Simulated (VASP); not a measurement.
The system is Ga4SbN3.

```
N Ga Sb
1.0
     4.93623    0.00000    0.00000
     0.00000    4.93623    0.00000
     0.00000    0.00000    4.93623
N Ga Sb
3 4 1
Direct
  0.50000 0.00000 0.00000
  0.00000 0.50000 0.00000
  0.00000 0.00000 0.50000
  0.21746 0.78254 0.78254
  0.78254 0.21746 0.78254
  0.78254 0.78254 0.21746
  0.21746 0.21746 0.21746
  0.50000 0.50000 0.50000
```

Base run:

```yaml
Program: VASP 6.6.1
Functional: PBE
Potentials_or_basis: VASP PAW PBE potentials, release 64 (N, Ga_d, Sb)
Cutoff: 520 eV
k_mesh: 6 × 6 × 6
Occupations: fermi-dirac, width 0.02 eV
Spin: no spin polarisation
```

Its results: band gap on the k mesh zero (bands 36 and 37 overlap by 0.26 eV); pressure 4.6 GPa; largest force 0.266 eV/Å.

**Question.** The run is repeated on the same cell with these changes: functional from PBE to r2SCAN; further incar settings from ALGO = Normal; EDIFF = 1e-06; NBANDS = 46 to ALGO = Normal; EDIFF = 1e-07; NBANDS = 46. What comes out?

**Answer.** Band gap on the k mesh zero (bands 36 and 37 overlap by 0.23 eV); pressure 0.5 GPa; largest force 0.008 eV/Å.

Caveats: semilocal functionals underestimate gaps, and a narrow one can read as zero; spin-orbit coupling is left out, which moves the levels of the heavy elements; the cell stands under pressure (at least some runs); the PAW data sets were made with another functional, which shifts forces and pressure a little (at least some runs).
